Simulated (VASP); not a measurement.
Write the native input for VASP 6.6.1 that does the following.

```
Task                   : single point
Functional             : LDA
Potentials or basis    : VASP PAW LDA potentials, release 64 (Cs_sv, I)
Cutoff                 : 500 eV
k mesh                 : 6 × 6 × 6
Occupations            : fermi-dirac, width 0.02 eV
Spin                   : no spin polarisation
Dipole correction      : no
Further INCAR settings : ALGO = Normal; EDIFF = 1e-06; NBANDS = 15
```

The structure of CsI lies in POSCAR:

```
CsI
1.0
    4.4021886381      0.0000000000      0.0000000000
    0.0000000000      4.4021886381      0.0000000000
    0.0000000000      0.0000000000      4.4021886381
Cs I
1 1
Direct
    0.0000000000      0.0000000000      0.0000000000
    0.5000000000      0.5000000000      0.5000000000
```

The input as run:

INCAR

```
PREC = Accurate
ENCUT = 500
EDIFF = 1E-6
ISMEAR = -1
SIGMA = 0.02
LREAL = F
LASPH = T
NELM = 120
ALGO = Normal
ISIF = 2
LWAVE = F
LCHARG = F
GGA = CA
NBANDS = 15
GGA_COMPAT = F
```

KPOINTS

```
Automatic mesh
0
Gamma
  6 6 6
```

Potentials or basis: VASP PAW LDA potentials, release 64 (Cs_sv, I).

Command:

```sh
$ cat potpaw_LDA.64/Cs_sv/POTCAR potpaw_LDA.64/I/POTCAR > POTCAR
$ mpirun -np 1 vasp_std > vasp.out
```

Results of the run:

The pressure is 0.1 GPa. The band gap on the k mesh is 3.77 eV (least direct gap 3.83 eV).

Caveat: spin-orbit coupling is left out, which moves the levels of the heavy elements.

It took 21 s on 1 thread of Intel Xeon 8259CL, with other jobs on the host, peak memory 0.16 GiB.
